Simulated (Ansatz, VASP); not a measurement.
**Sn in VASP and in Ansatz**

INCAR

```
SYSTEM = Sn
PREC = Accurate
ENCUT = 600
EDIFF = 1E-6
ISMEAR = 0
SIGMA = 0.1
LREAL = .False.
LASPH = .True.
NELM = 100
ALGO = Fast
ISIF = 3
LWAVE = .False.
LCHARG = .False.
GGA = PE
IBRION = 2
NSW = 90
EDIFFG = -0.04
```

KPOINTS

```
regular mesh
0
Gamma
  4 6 4
  0 0 0
```

Contents of POSCAR:

```
Sn
1.0
    4.8427023583      0.0000000000      0.0000000000
    0.0000000000      3.3753216338      0.0000000000
    0.0000000000      0.0000000000      5.4251744534
Sn
2
Direct
    0.2500000000      0.5000000000      0.9778800000
    0.7500000000      0.5000000000      0.0221200000
```

Input for Ansatz:

```yaml
crystal:
  lattice:
    - [4.8427023583, 0.0, 0.0]
    - [0.0, 3.3753216338, 0.0]
    - [0.0, 0.0, 5.4251744534]
  atoms:
    - { symbol: Sn, position: [0.25, 0.5, 0.97788] }
    - { symbol: Sn, position: [0.75, 0.5, 0.02212] }
basis:
  ecutwfc: 420
kpoints:
  mp_grid: { grid: [4, 6, 4] }
hamiltonian:
  xc: pbe
scf:
  occupations: { method: gaussian, width: 0.1 }
  lower_state_search: "off"
output:
  forces: true
  stress: true
  eigenvalues: true
relax:
  adjacent_minimum: "off"
  f_tol: 0.04
  max_steps: 70
  cell: { stress_tol: 0.4 }
```

Alike in both runs: task relaxation of cell and atoms; functional PBE; k mesh 4 × 6 × 4; occupations gaussian, width 0.1 eV; no spin polarisation.

|  | VASP | Ansatz |
| --- | --- | --- |
| version | VASP 6.6.1 | Ansatz 0.2.0 |
| potentials or method | VASP PAW PBE potentials, release 64 (Sn_d), cutoff 600 eV | scalar-relativistic, plane waves, PAW |
| valence electrons in the cell | 28 | 28 |

VASP gave:

```
gap on the k mesh at the Fermi level, each at its own relaxed structure (eV) : none
relaxed volume (Å³/atom)                                                     : 30.13
relaxed cell length with the largest relative difference (Å)                 : 6.478
```

Task: Estimate Ansatz's values.

Result: gap on the k mesh at the Fermi level, each at its own relaxed structure (eV): none; relaxed volume (Å³/atom): 29.85; relaxed cell length with the largest relative difference (Å): 4.472.

A gap of «none» marks a metal or a gap that the smearing closes. One of these differences is far larger than is usual between the two programs; its cause wasn't traced.

Noted on VASP's run: the volume moved by over 15 % at a fixed basis, so the end points are rough.
